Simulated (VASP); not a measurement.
# Mo (Im-3m) in VASP: single point with PBEsol

Aim: the single point of Mo with PBEsol.

Program: VASP 6.6.1. These are calculated values, not measurements. Logs are shortened: lines on timing, memory, paths and dates and some standing lists are left out, and cuts for length are marked.

**1. The cell of the first run**

Symmetry: Im-3m, No. 229, cubic system. The conventional cell has a = 3.163 Å, b = 3.163 Å, c = 3.163 Å, α = 90.00°, β = 90.00°, γ = 90.00°. Within 3.6 Å of Mo (site symmetry m-3m) lie 14 Mo at 2.74 to 3.16 Å.

**2. Single point, PBEsol**

File INCAR:

```
  PREC = Accurate
  ENCUT = 520
  EDIFF = 1E-6
  ISMEAR = -1
  SIGMA = 0.0816
  LREAL = False
  LASPH = True
  NELM = 100
  ALGO = Normal
  ISIF = 2
  LWAVE = False
  LCHARG = False
  GGA = PS
  NBANDS = 21
```

File KPOINTS:

```
regular mesh
0
Gamma
  8 8 8
```

File POSCAR:

```
Mo
1.0
    3.1627850254      0.0000000000      0.0000000000
    0.0000000000      3.1627850254      0.0000000000
    0.0000000000      0.0000000000      3.1627850254
Mo
2
Direct
    0.0000000000      0.0000000000      0.0000000000
    0.5000000000      0.5000000000      0.5000000000
```

Potentials or basis: VASP PAW PBE potentials, release 64 (Mo_sv).

Started as:

```console
$ cat potpaw_PBE.64/Mo_sv/POTCAR > POTCAR
$ mpirun -np 1 vasp_std > vasp.out
```

OUTCAR:

```text
PREC = Accurate
   ENCUT = 520
   EDIFF = 1E-6
   ISMEAR = -1
   LREAL = False
   LASPH = True
   NELM = 100
   ISIF = 2
   GGA = PS

 ion  position               nearest neighbor table
   1  0.000  0.000  0.000-   2 2.74   2 2.74   2 2.74   2 2.74   2 2.74   2 2.74   2 2.74   2 2.74

   2  0.500  0.500  0.500-   1 2.74   1 2.74   1 2.74   1 2.74   1 2.74   1 2.74   1 2.74   1 2.74

  LATTYP: Found a simple cubic cell.
 ALAT       =     3.1627850254

  Lattice vectors:

 A1 = (   3.1627850254,   0.0000000000,   0.0000000000)
 A2 = (   0.0000000000,   3.1627850254,   0.0000000000)
 A3 = (   0.0000000000,   0.0000000000,   3.1627850254)

Analysis of symmetry for initial positions (statically):
=====================================================================
 Subroutine PRICEL returns following result:

  LATTYP: Found a body centered cubic cell.
 ALAT       =     3.1627850254

  Lattice vectors:

 A1 = (   1.5813925127,   1.5813925127,  -1.5813925127)
 A2 = (  -1.5813925127,   1.5813925127,   1.5813925127)
 A3 = (   1.5813925127,  -1.5813925127,   1.5813925127)

   2 primitive cells build up your supercell.

 Routine SETGRP: Setting up the symmetry group for a
 simple cubic supercell.

 Subroutine GETGRP returns: Found 48 space group operations
 (whereof 48 operations were pure point group operations)
 out of a pool of 48 trial point group operations.

The static configuration has the point symmetry O_h .

Analysis of symmetry for dynamics (positions and initial velocities):
=====================================================================
 Subroutine PRICEL returns following result:

  LATTYP: Found a body centered cubic cell.
 ALAT       =     3.1627850254

  Lattice vectors:

 A1 = (   1.5813925127,   1.5813925127,  -1.5813925127)
 A2 = (  -1.5813925127,   1.5813925127,   1.5813925127)
 A3 = (   1.5813925127,  -1.5813925127,   1.5813925127)

   2 primitive cells build up your supercell.

 Routine SETGRP: Setting up the symmetry group for a
 simple cubic supercell.

 Subroutine GETGRP returns: Found 48 space group operations
 (whereof 48 operations were pure point group operations)
 out of a pool of 48 trial point group operations.

The dynamic configuration has the point symmetry O_h .

 Subroutine INISYM returns: Found 48 space group operations
 (whereof 48 operations are pure point group operations),
 and found     2 'primitive' translations

----------------------------------------------------------------------------------------

                                     Primitive cell

  volume of cell :      15.8190

  direct lattice vectors                    reciprocal lattice vectors
     1.581392513  1.581392513 -1.581392513     0.316177038  0.316177038  0.000000000
    -1.581392513  1.581392513  1.581392513    -0.000000000  0.316177038  0.316177038
     1.581392513 -1.581392513  1.581392513     0.316177038  0.000000000  0.316177038

  length of vectors
     2.739052179  2.739052179  2.739052179     0.447141855  0.447141855  0.447141855

  position of ions in fractional coordinates (direct lattice)
     0.000000000  0.000000000  0.000000000

  ion indices of the primitive-cell ions
   primitive index   ion index
                 1           1

----------------------------------------------------------------------------------------

 KPOINTS: regular mesh

Automatic generation of k-mesh.
 Grid dimensions read from file:
 generate k-points for:    8    8    8

 Generating k-lattice:

  Cartesian coordinates                     Fractional coordinates (reciprocal lattice)
     0.039522130  0.000000000  0.000000000     0.125000000  0.000000000  0.000000000
     0.000000000  0.039522130  0.000000000     0.000000000  0.125000000  0.000000000
     0.000000000  0.000000000  0.039522130     0.000000000  0.000000000  0.125000000

  Length of vectors
     0.039522130  0.039522130  0.039522130

  Shift w.r.t. Gamma in fractional coordinates (k-lattice)
     0.000000000  0.000000000  0.000000000

 Subroutine IBZKPT returns following result:
 ===========================================

 Found     35 irreducible k-points:

 Following reciprocal coordinates:
            Coordinates               Weight
  0.000000  0.000000  0.000000      1.000000
  0.125000  0.000000  0.000000      6.000000
  0.250000  0.000000  0.000000      6.000000
  0.375000  0.000000  0.000000      6.000000
  0.500000  0.000000  0.000000      3.000000
  0.125000  0.125000  0.000000     12.000000
[... 16 lines left out ...]
  0.375000  0.375000  0.125000     24.000000
  0.500000  0.375000  0.125000     24.000000
 [... further k-points ...]
   k-points           NKPTS =     35   k-points in BZ     NKDIM =     35   number of bands    NBANDS=     21
   number of dos      NEDOS =    301   number of ions     NIONS =      2
   total plane-waves  NPLWV =  13824
   dimension x,y,z NGX =    24 NGY =   24 NGZ =   24
   dimension x,y,z NGXF=    48 NGYF=   48 NGZF=   48
   ions per type =               2
   NGX,Y,Z   is equivalent  to a cutoff of  12.62, 12.62, 12.62 a.u.
   NGXF,Y,Z  is equivalent  to a cutoff of  25.23, 25.23, 25.23 a.u.
 SYSTEM =  unknown system
   PREC   = accura    normal or accurate (medium, high low for compatibility)
   ISTART =      0    job   : 0-new  1-cont  2-samecut
   ICHARG =      2    charge: 1-file 2-atom 10-const
   ISPIN  =      1    spin polarized calculation?
   LNONCOLLINEAR =      F non collinear calculations
   LSORBIT =      F    spin-orbit coupling
   LASPH  =      T    aspherical Exc in radial PAW
   ENCUT  =  520.0 eV  38.22 Ry    6.18 a.u.   5.88  5.88  5.88*2*pi/ulx,y,z
   NELM   =    100;   NELMIN=  2; NELMDL= -5     # of ELM steps
   EDIFF  = 0.1E-05   stopping-criterion for ELM
   LREAL  =      F    real-space projection
   EDIFFG = 0.1E-04   stopping-criterion for IOM
   NSW    =      0    number of steps for IOM
   IBRION =     -1    ionic relax: 0-MD 1-quasi-New 2-CG
   NFREE  =      0    steps in history (QN), initial steepest desc. (CG)
   ISIF   =      2    stress and relaxation
   ISYM   =      2    0-nonsym 1-usesym 2-fastsym
   POTIM  = 0.5000    time-step for ionic-motion
   TEBEG  =    0.0;   TEEND  =   0.0 temperature during run
   PSTRESS=    0.0 pullay stress
   NELECT =      28.0000    total number of electrons
   NUPDOWN=      -1.0000    fix difference up-down
   EMIN   =  10.00;   EMAX   =-10.00  energy-range for DOS
   EFERMI =   0.00;   METHOD = LEGACY
   ISMEAR =    -1;   SIGMA  =   0.08  broadening in eV -4-tet -1-fermi 0-gaus
   EFERMI_NEDOS =   21; number of points for ismear=-14 and -15
   IALGO  =     38    algorithm
   IMIX   =      4    mixing-type and parameters
     AMIX     =   0.40;   BMIX     =  1.00
     AMIX_MAG =   1.60;   BMIX_MAG =  1.00
  volume/ion in A,a.u.               =      15.82       106.75
  Fermi-wavevector in a.u.,A,eV,Ry     =   1.571778  2.970229 33.612998  2.470486
  Thomas-Fermi vector in A             =   2.673311
   LORBIT       =      0    0 simple, 1 ext, 2 COOP (PROOUT), +10 PAW based schemes
   GGA     = PS    functional components
   LHFCALC =     F    Hartree Fock is set to
   AEXX    =    0.0000 exact exchange contribution
   IVDW    =     0    specifies the selected vdW correction
   LEPSILON=     F    determine dielectric tensor
   LRPA    =     F    only Hartree local field effects (RPA)
 non-spin polarized calculation
  energy-cutoff  :      520.00
  volume of cell :       31.64
 maximum number of plane-waves:       876
 NGX is ok and might be reduce to    24
   NGX = 11   NGY = 11   NGZ = 11

 number of electron      28.0000008 magnetization

 Free energy of the ion-electron system (eV)
  ---------------------------------------------------
  ext. energy  EPLUGINS =         0.00000000
  ---------------------------------------------------
  free energy    TOTEN  =       -23.53148256 eV

  energy without entropy =      -23.49451629  energy(sigma->0) =      -23.51299943

 E-fermi :  12.2498     XC(G=0): -13.4621

 val. band max:       12.2280742108   @ k =   0.3750   0.3750   0.0000
 cond. band min:      12.2601237801   @ k =   0.2500   0.1250   0.0000
 fundamental gap:      0.0320495694
 Fermi energy:        12.2498487818

 k-point     1 :       0.0000    0.0000    0.0000
  band No.  band energies     occupation
      1     -48.9225      2.00000
      2     -48.4893      2.00000
      3     -23.1739      2.00000
      4     -23.1739      2.00000
      5     -23.1739      2.00000
      6     -22.2365      2.00000
[... 13 lines left out ...]
     20      21.2024      0.00000
     21      21.2024      0.00000

 k-point     2 :       0.1250    0.0000    0.0000
  band No.  band energies     occupation
      1     -48.9037      2.00000
      2     -48.5033      2.00000
      3     -23.1757      2.00000
      4     -23.1372      2.00000
      5     -23.1372      2.00000
      6     -22.3122      2.00000
[... 13 lines left out ...]
     20      20.3009      0.00000
     21      22.4487      0.00000

 k-point     3 :       0.2500    0.0000    0.0000
  band No.  band energies     occupation
      1     -48.8510      2.00000
      2     -48.5441      2.00000
      3     -23.1644      2.00000
      4     -23.0329      2.00000
      5     -23.0329      2.00000
      6     -22.5083      2.00000
[... 13 lines left out ...]
     20      18.4451      0.00000
     21      25.0306      0.00000

 k-point     4 :       0.3750    0.0000    0.0000
  band No.  band energies     occupation
      1     -48.7747      2.00000
      2     -48.6085      2.00000
      3     -23.1037      2.00000
      4     -22.8779      2.00000
      5     -22.8779      2.00000
      6     -22.7511      2.00000
[... 13 lines left out ...]
     20      16.7007      0.00000
     21      28.0154      0.00000

 k-point     5 :       0.5000    0.0000    0.0000
  band No.  band energies     occupation
      1     -48.6892      2.00000
      2     -48.6892      2.00000
      3     -22.9647      2.00000
      4     -22.9647      2.00000
      5     -22.6969      2.00000
      6     -22.6969      2.00000
[... 13 lines left out ...]
     20      15.6189      0.00000
     21      27.3681      0.00000

 k-point     6 :       0.1250    0.1250    0.0000
  band No.  band energies     occupation
      1     -48.8860      2.00000
      2     -48.5159      2.00000
      3     -23.2376      2.00000
      4     -23.1028      2.00000
      5     -23.0445      2.00000
      6     -22.4476      2.00000
[... 13 lines left out ...]
     20      20.9312      0.00000
     21      21.9416      0.00000

 k-point     7 :       0.2500    0.1250    0.0000
  band No.  band energies     occupation
      1     -48.8366      2.00000
      2     -48.5530      2.00000
      3     -23.2746      2.00000
      4     -23.0053      2.00000
      5     -22.9042      2.00000
      6     -22.6771      2.00000
[... 13 lines left out ...]
     20      19.2064      0.00000
     21      23.8799      0.00000
[... 291 lines left out ...]
      1     -48.7857      2.00000
      2     -48.5848      2.00000
      3     -23.3443      2.00000
      4     -23.0502      2.00000
      5     -22.9966      2.00000
      6     -22.6212      2.00000
[... 13 lines left out ...]
     20      20.8169      0.00000
     21      22.6466      0.00000

 k-point    21 :       0.3750    0.2500    0.1250
  band No.  band energies     occupation
      1     -48.7330      2.00000
      2     -48.6241      2.00000
      3     -23.3942      2.00000
      4     -23.2079      2.00000
      5     -22.9096      2.00000
      6     -22.5704      2.00000
[... 13 lines left out ...]
     20      18.9543      0.00000
     21      23.6931      0.00000

 k-point    22 :       0.5000    0.2500    0.1250
  band No.  band energies     occupation
      1     -48.6757      2.00000
      2     -48.6757      2.00000
      3     -23.3516      2.00000
      4     -23.3516      2.00000
      5     -22.7371      2.00000
      6     -22.7371      2.00000
[... 13 lines left out ...]
     20      16.9482      0.00000
     21      24.9221      0.00000

 k-point    23 :       0.3750    0.3750    0.1250
  band No.  band energies     occupation
      1     -48.7008      2.00000
      2     -48.6418      2.00000
      3     -23.4866      2.00000
      4     -23.3885      2.00000
      5     -22.8233      2.00000
      6     -22.6288      2.00000
[... 13 lines left out ...]
     20      18.8244      0.00000
     21      23.1154      0.00000

 k-point    24 :       0.5000    0.3750    0.1250
  band No.  band energies     occupation
      1     -48.6683      2.00000
      2     -48.6683      2.00000
      3     -23.4905      2.00000
      4     -23.4905      2.00000
      5     -22.7184      2.00000
      6     -22.7184      2.00000
[... 13 lines left out ...]
     20      17.7273      0.00000
     21      23.8370      0.00000

 [... further k-points ...]
[... 5 lines left out ...]
  --------------------------------------------------------------------------------------
  -------------------------------------------------------------------------------------
  Total       -1.4593514     -1.4593514     -1.4593514      0.0000000      0.0000000      0.0000000
  in kB      -73.9028939    -73.9028939    -73.9028939      0.0000000      0.0000000      0.0000000
  external PRESSURE =     -73.9028939 kB  Pullay stress =       0.0000000 kB

 VOLUME and BASIS-vectors are now :
 -----------------------------------------------------------------------------
  energy-cutoff  :      520.00
  volume of cell :       31.64
      direct lattice vectors                 reciprocal lattice vectors
     3.162785025  0.000000000  0.000000000     0.316177038  0.000000000  0.000000000
     0.000000000  3.162785025  0.000000000     0.000000000  0.316177038  0.000000000
     0.000000000  0.000000000  3.162785025     0.000000000  0.000000000  0.316177038

 POSITION                                       TOTAL-FORCE (eV/Angst)
 -----------------------------------------------------------------------------------
      0.00000      0.00000      0.00000         0.000000      0.000000     -0.000000
      1.58139      1.58139      1.58139        -0.000000     -0.000000      0.000000
 -----------------------------------------------------------------------------------
    total drift:                                0.000000      0.000000     -0.000000

  FREE ENERGIE OF THE ION-ELECTRON SYSTEM (eV)
  ---------------------------------------------------
  free  energy   TOTEN  =       -23.5314825593 eV

  energy  without entropy=      -23.4945162945  energy(sigma->0) =      -23.51299943
```

Wall time 5.3 s (1 thread of Intel Xeon 6975P-C (Granite Rapids), shared host); peak memory 0.14 GiB.

What came out:

```yaml
Free_energy: -23.5315 eV
Pressure: -7.4 GPa
Band_gap_on_the_k_mesh: zero (band 14 reaches 13.83 eV, above the bottom of band 15 at 11.66 eV)
```

Caveat: the PAW data sets were made with another functional, which shifts forces and pressure a little.
